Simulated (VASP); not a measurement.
# Ti in VASP: single point with LDA

Aim: the single point of Ti with LDA.

Everything below comes from runs of VASP 6.6.1. Logs are shortened: lines on timing, memory, paths and dates and some standing lists are left out, and cuts for length are marked.

### Step 1. The cell of the first run

The cell holds a slab with vacuum, 6 atoms: a = 2.864 Å, b = 4.538 Å, c = 21.788 Å, α = 90.00°, β = 90.00°, γ = 90.00°.

### Step 2. Single point, LDA

File INCAR:

```
SYSTEM = Ti
PREC = Accurate
ENCUT = 520
EDIFF = 1E-7
ISMEAR = -1
SIGMA = 0.1
LREAL = .FALSE.
LASPH = .TRUE.
NELM = 60
ALGO = Normal
ISIF = 2
LWAVE = .FALSE.
LCHARG = .FALSE.
LDIPOL = .TRUE.
IDIPOL = 3
DIPOL = 0.5 0.5 0.500
NBANDS = 45
```

File KPOINTS:

```
regular mesh
0
G
  14 9 1
  0 0 0
```

File POSCAR:

```
Ti
1.0
    2.8642820353      0.0000000000      0.0000000000
    0.0000000000      4.5377959650      0.0000000000
    0.0000000000      0.0000000000     21.7879000000
Ti
6
Direct
    0.7500000000      0.7500000000      0.3709971668
    0.2500000000      0.2500000000      0.4094118821
    0.2500000000      0.7500000000      0.4784473556
    0.7500000000      0.2500000000      0.5215526485
    0.7500000000      0.7500000000      0.5905881168
    0.2500000000      0.2500000000      0.6290028302
```

Potentials or basis: VASP PAW LDA potentials, release 64 (Ti_sv).

On the command line:

```sh
$ cat potpaw_LDA.64/Ti_sv/POTCAR > POTCAR
$ mpirun -np 1 vasp_std > vasp.out
```

OUTCAR:

```text
SYSTEM = Ti
   PREC = Accurate
   ENCUT = 520
   EDIFF = 1E-7
   ISMEAR = -1
   LREAL = .FALSE.
   LASPH = .TRUE.
   NELM = 60
   ISIF = 2

 ion  position               nearest neighbor table
   1  0.750  0.750  0.371-   3 2.74   3 2.74   2 2.81   2 2.81   2 2.81   2 2.81
   2  0.250  0.250  0.409-   3 2.72   3 2.72   1 2.81   1 2.81   1 2.81   1 2.81   4 2.83   4 2.83

   3  0.250  0.750  0.478-   2 2.72   2 2.72   1 2.74   1 2.74   5 2.83   5 2.83   4 2.84   4 2.84
                             4 2.84   4 2.84
   4  0.750  0.250  0.522-   5 2.72   5 2.72   6 2.74   6 2.74   2 2.83   2 2.83   3 2.84   3 2.84
                             3 2.84   3 2.84
   5  0.750  0.750  0.591-   4 2.72   4 2.72   6 2.81   6 2.81   6 2.81   6 2.81   3 2.83   3 2.83

   6  0.250  0.250  0.629-   4 2.74   4 2.74   5 2.81   5 2.81   5 2.81   5 2.81

  LATTYP: Found a simple orthorhombic cell.
 ALAT       =     2.8642820353
 B/A-ratio  =     1.5842699528
 C/A-ratio  =     7.6067579001

  Lattice vectors:

 A1 = (   2.8642820353,   0.0000000000,   0.0000000000)
 A2 = (   0.0000000000,   4.5377959650,   0.0000000000)
 A3 = (   0.0000000000,   0.0000000000,  21.7879000000)

Analysis of symmetry for initial positions (statically):
=====================================================================
 Subroutine PRICEL returns:
 Original cell was already a primitive cell.

 Routine SETGRP: Setting up the symmetry group for a
 simple orthorhombic supercell.

 Subroutine GETGRP returns: Found  8 space group operations
 (whereof  2 operations were pure point group operations)
 out of a pool of  8 trial point group operations.

The static configuration has the point symmetry S_2 .
 The point group associated with its full space group is D_2h.

Analysis of symmetry for dynamics (positions and initial velocities):
=====================================================================
 Subroutine PRICEL returns:
 Original cell was already a primitive cell.

 Routine SETGRP: Setting up the symmetry group for a
 simple orthorhombic supercell.

 Subroutine GETGRP returns: Found  8 space group operations
 (whereof  2 operations were pure point group operations)
 out of a pool of  8 trial point group operations.

The dynamic configuration has the point symmetry S_2 .
 The point group associated with its full space group is D_2h.

 Subroutine INISYM returns: Found  8 space group operations
 (whereof  2 operations are pure point group operations),
 and found     1 'primitive' translations

----------------------------------------------------------------------------------------

                                     Primitive cell

  volume of cell :     283.1888

  direct lattice vectors                    reciprocal lattice vectors
     2.864282035  0.000000000  0.000000000     0.349127630  0.000000000  0.000000000
     0.000000000  4.537795965  0.000000000     0.000000000  0.220371301  0.000000000
     0.000000000  0.000000000 21.787900000     0.000000000  0.000000000  0.045897035

  length of vectors
     2.864282035  4.537795965 21.787900000     0.349127630  0.220371301  0.045897035

  position of ions in fractional coordinates (direct lattice)
     0.750000000  0.750000000  0.370997167
     0.250000000  0.250000000  0.409411882
     0.250000000  0.750000000  0.478447356
     0.750000000  0.250000000  0.521552648
     0.750000000  0.750000000  0.590588117
     0.250000000  0.250000000  0.629002830

  ion indices of the primitive-cell ions
   primitive index   ion index
                 1           1
                 2           2
                 3           3
                 4           4
                 5           5
                 6           6

----------------------------------------------------------------------------------------

 KPOINTS: regular mesh

Automatic generation of k-mesh.
 Grid dimensions read from file:
 generate k-points for:   14    9    1

 Generating k-lattice:

  Cartesian coordinates                     Fractional coordinates (reciprocal lattice)
     0.024937688  0.000000000  0.000000000     0.071428571  0.000000000  0.000000000
     0.000000000  0.024485700  0.000000000     0.000000000  0.111111111  0.000000000
     0.000000000  0.000000000  0.045897035     0.000000000  0.000000000  1.000000000

  Length of vectors
     0.024937688  0.024485700  0.045897035

  Shift w.r.t. Gamma in fractional coordinates (k-lattice)
     0.000000000  0.000000000  0.000000000

 Subroutine IBZKPT returns following result:
 ===========================================

 Found     40 irreducible k-points:

 Following reciprocal coordinates:
            Coordinates               Weight
  0.000000  0.000000  0.000000      1.000000
  0.071429  0.000000  0.000000      2.000000
  0.142857  0.000000  0.000000      2.000000
  0.214286  0.000000  0.000000      2.000000
  0.285714  0.000000  0.000000      2.000000
  0.357143  0.000000  0.000000      2.000000
[... 16 lines left out ...]
  0.428571  0.222222  0.000000      4.000000
  0.500000  0.222222  0.000000      2.000000
 [... further k-points ...]
   k-points           NKPTS =     40   k-points in BZ     NKDIM =     40   number of bands    NBANDS=     45
   number of dos      NEDOS =    301   number of ions     NIONS =      6
   total plane-waves  NPLWV = 139968
   dimension x,y,z NGX =    24 NGY =   36 NGZ =  162
   dimension x,y,z NGXF=    48 NGYF=   72 NGZF=  324
   ions per type =               6
   NGX,Y,Z   is equivalent  to a cutoff of  13.93, 13.19, 12.36 a.u.
   NGXF,Y,Z  is equivalent  to a cutoff of  27.86, 26.38, 24.72 a.u.
 SYSTEM =  Ti
   PREC   = accura    normal or accurate (medium, high low for compatibility)
   ISTART =      0    job   : 0-new  1-cont  2-samecut
   ICHARG =      2    charge: 1-file 2-atom 10-const
   ISPIN  =      1    spin polarized calculation?
   LNONCOLLINEAR =      F non collinear calculations
   LSORBIT =      F    spin-orbit coupling
   LASPH  =      T    aspherical Exc in radial PAW
   ENCUT  =  520.0 eV  38.22 Ry    6.18 a.u.   5.33  8.44 40.51*2*pi/ulx,y,z
   NELM   =     60;   NELMIN=  2; NELMDL= -5     # of ELM steps
   EDIFF  = 0.1E-06   stopping-criterion for ELM
   LREAL  =      F    real-space projection
   EDIFFG = 0.1E-05   stopping-criterion for IOM
   NSW    =      0    number of steps for IOM
   IBRION =     -1    ionic relax: 0-MD 1-quasi-New 2-CG
   NFREE  =      0    steps in history (QN), initial steepest desc. (CG)
   ISIF   =      2    stress and relaxation
   ISYM   =      2    0-nonsym 1-usesym 2-fastsym
   POTIM  = 0.5000    time-step for ionic-motion
   TEBEG  =    0.0;   TEEND  =   0.0 temperature during run
   PSTRESS=    0.0 pullay stress
   NELECT =      72.0000    total number of electrons
   NUPDOWN=      -1.0000    fix difference up-down
   EMIN   =  10.00;   EMAX   =-10.00  energy-range for DOS
   EFERMI =   0.00;   METHOD = LEGACY
   ISMEAR =    -1;   SIGMA  =   0.10  broadening in eV -4-tet -1-fermi 0-gaus
   EFERMI_NEDOS =   21; number of points for ismear=-14 and -15
   IALGO  =     38    algorithm
   IMIX   =      4    mixing-type and parameters
     AMIX     =   0.40;   BMIX     =  1.00
     AMIX_MAG =   1.60;   BMIX_MAG =  1.00
  volume/ion in A,a.u.               =      47.20       318.51
  Fermi-wavevector in a.u.,A,eV,Ry     =   1.037115  1.959863 14.634532  1.075608
  Thomas-Fermi vector in A             =   2.171538
   LORBIT       =      0    0 simple, 1 ext, 2 COOP (PROOUT), +10 PAW based schemes
   GGA     = CA    functional components
   LHFCALC =     F    Hartree Fock is set to
   AEXX    =    0.0000 exact exchange contribution
   IVDW    =     0    specifies the selected vdW correction
   LEPSILON=     F    determine dielectric tensor
   LRPA    =     F    only Hartree local field effects (RPA)
 non-spin polarized calculation
  energy-cutoff  :      520.00
  volume of cell :      283.19
 maximum number of plane-waves:      7678
 NGX is ok and might be reduce to    24
   NGX = 11   NGY = 17   NGZ = 81

 dipolmoment           0.000000      0.000000      0.000000 electrons x Angstroem

 number of electron      72.0000008 magnetization

 dipolmoment           0.000000      0.000000     -0.000000 electrons x Angstroem

 Free energy of the ion-electron system (eV)
  ---------------------------------------------------
  ext. energy  EPLUGINS =         0.00000000
  ---------------------------------------------------
  free energy    TOTEN  =       -47.77713842 eV

  energy without entropy =      -47.46414549  energy(sigma->0) =      -47.62064196

 E-fermi :   0.4566     XC(G=0):  -5.1442

 val. band max:        0.4484350244   @ k =   0.2857   0.2222   0.0000
 cond. band min:       0.4598806232   @ k =   0.0000   0.3333   0.0000
 fundamental gap:      0.0114455988
 Fermi energy:         0.4566220101

 k-point     1 :       0.0000    0.0000    0.0000
  band No.  band energies     occupation
      1     -55.7165      2.00000
      2     -55.7097      2.00000
      3     -55.4779      2.00000
      4     -55.4072      2.00000
      5     -55.3503      2.00000
      6     -55.3155      2.00000
[... 37 lines left out ...]
     44       1.6471      0.00001
     45       1.6482      0.00001

 k-point     2 :       0.0714    0.0000    0.0000
  band No.  band energies     occupation
      1     -55.7127      2.00000
      2     -55.7063      2.00000
      3     -55.4750      2.00000
      4     -55.4055      2.00000
      5     -55.3481      2.00000
      6     -55.3144      2.00000
[... 37 lines left out ...]
     44       1.6785      0.00001
     45       1.6906      0.00001

 k-point     3 :       0.1429    0.0000    0.0000
  band No.  band energies     occupation
      1     -55.7022      2.00000
      2     -55.6969      2.00000
      3     -55.4668      2.00000
      4     -55.4010      2.00000
      5     -55.3416      2.00000
      6     -55.3111      2.00000
[... 997 lines left out ...]
     44       1.8218      0.00000
     45       2.1388      0.00000

 k-point    24 :       0.5000    0.2222    0.0000
  band No.  band energies     occupation
      1     -55.6397      2.00000
      2     -55.6397      2.00000
      3     -55.3882      2.00000
      4     -55.3882      2.00000
      5     -55.3069      2.00000
      6     -55.3069      2.00000
[... 37 lines left out ...]
     44       1.8608      0.00000
     45       2.3783      0.00000

 [... further k-points ...]

------------------------ aborting loop because EDIFF is reached ----------------------------------------

 vacuum level on the upper side and lower side of the slab       (xc-potential included)        -0.115        -0.115

  FORCE on cell =-STRESS in cart. coord.  units (eV):
  Direction    XX          YY          ZZ          XY          YZ          ZX
  --------------------------------------------------------------------------------------
  -------------------------------------------------------------------------------------
  Total       -3.6347859     -2.0304048     -0.0931107      0.0000000      0.0000000      0.0000000
  in kB      -20.5642700    -11.4872768     -0.5267857      0.0000000      0.0000000      0.0000000
  external PRESSURE =     -10.8594442 kB  Pullay stress =       0.0000000 kB

 VOLUME and BASIS-vectors are now :
 -----------------------------------------------------------------------------
  energy-cutoff  :      520.00
  volume of cell :      283.19
      direct lattice vectors                 reciprocal lattice vectors
     2.864282035  0.000000000  0.000000000     0.349127630  0.000000000  0.000000000
     0.000000000  4.537795965  0.000000000     0.000000000  0.220371301  0.000000000
     0.000000000  0.000000000 21.787900000     0.000000000  0.000000000  0.045897035

 POSITION                                       TOTAL-FORCE (eV/Angst)
 -----------------------------------------------------------------------------------
      2.14821      3.40335      8.08325        -0.000000      0.000000      0.008328
      0.71607      1.13445      8.92023         0.000000     -0.000000      0.004421
      0.71607      3.40335     10.42436        -0.000000      0.000000     -0.002934
      2.14821      1.13445     11.36354        -0.000000      0.000000      0.002934
      2.14821      3.40335     12.86767        -0.000000      0.000000     -0.004421
      0.71607      1.13445     13.70465        -0.000000      0.000000     -0.008328
 -----------------------------------------------------------------------------------
    total drift:                                0.000000      0.000000     -0.000006

  FREE ENERGIE OF THE ION-ELECTRON SYSTEM (eV)
  ---------------------------------------------------
  free  energy   TOTEN  =       -47.7771384213 eV

  energy  without entropy=      -47.4641454940  energy(sigma->0) =      -47.62064196

 vacuum level on the upper side and lower side of the slab         4.463         4.463
```

It took 16 min on 1 thread of AMD EPYC 7R43 (Zen 3), shared host; peak memory 0.49 GiB.

Results:

| Property | Result |
| --- | --- |
| Free energy | -47.7771 eV |
| Largest force | 0.008 eV/Å |
| Band gap on the k mesh | zero (band 36 reaches 0.73 eV, above the bottom of band 37 at 0.32 eV) |

Forces on the atoms (eV/Å):
```
Ti   0.000  0.000  0.008
Ti   0.000  0.000  0.004
Ti   0.000  0.000 -0.003
Ti   0.000  0.000  0.003
Ti   0.000  0.000 -0.004
Ti   0.000  0.000 -0.008
```

Levels at points of the mesh, in eV from the Fermi level:
| k point | band 34 | band 35 | band 36 | band 37 | band 38 | band 39 |
| --- | --- | --- | --- | --- | --- | --- |
| (0.00, 0.00, 0.00) | -0.35 | -0.03 | 0.13 | 0.52 | 0.57 | 0.58 |
| (0.50, 0.00, 0.00) | -0.98 | -0.86 | -0.86 | 0.49 | 0.49 | 0.53 |
